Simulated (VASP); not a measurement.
Runs of VASP 6.6.1 on Ir. The structure is that of space group Im-3m (No. 229), or close to it. The cells are those of the table. This isn't the form of Ir at room conditions, which is fcc.

```csv
potentials or basis,cell,k mesh,cutoff (eV),gap on the mesh (eV),pressure (GPa),moment (μB)
"VASP PAW PBE potentials, release 64 (Ir)","a = 2.679 Å, angles 109.5°, 1 atom",23 × 23 × 23,520,none,2.8,0.80
"VASP PAW PBE potentials, release 64 (Ir)","a = 2.679 Å, angles 109.5°, 1 atom",23 × 23 × 23,550,none,2.8,0.81
"VASP PAW PBE potentials, release 64 (Ir_sv_GW)","a = 2.679 Å, angles 109.5°, 1 atom",14 × 14 × 14,550,none,(a),(b)
"VASP PAW PBE potentials, release 64 (Ir)","a = 2.714 Å, angles 109.5°, 1 atom",23 × 23 × 23,520,none,-9.1,0.86
"VASP PAW PBE potentials, release 64 (Ir)","a = 2.749 Å, angles 109.5°, 1 atom",23 × 23 × 23,520,none,-18.4,(c)
```

Alike in all rows: task single point; level r2SCAN; spin collinear; smearing fermi-dirac 0.05 eV.

**Question.** Estimate the missing entries.

**Answer.** (a) -2.0; (b) 0.70; (c) 0.91.

Caveats: the PAW data sets were made with another functional, which shifts forces and pressure a little; spin-orbit coupling is left out, which moves the levels of the heavy elements; the cell stands under tension (at least some runs).

A k mesh can miss the band edges, and the runs leave out spin-orbit coupling on Ir.

A gap of «none» marks levels without a gap at the run's occupations.

The runs don't all hold the same shells in valence.
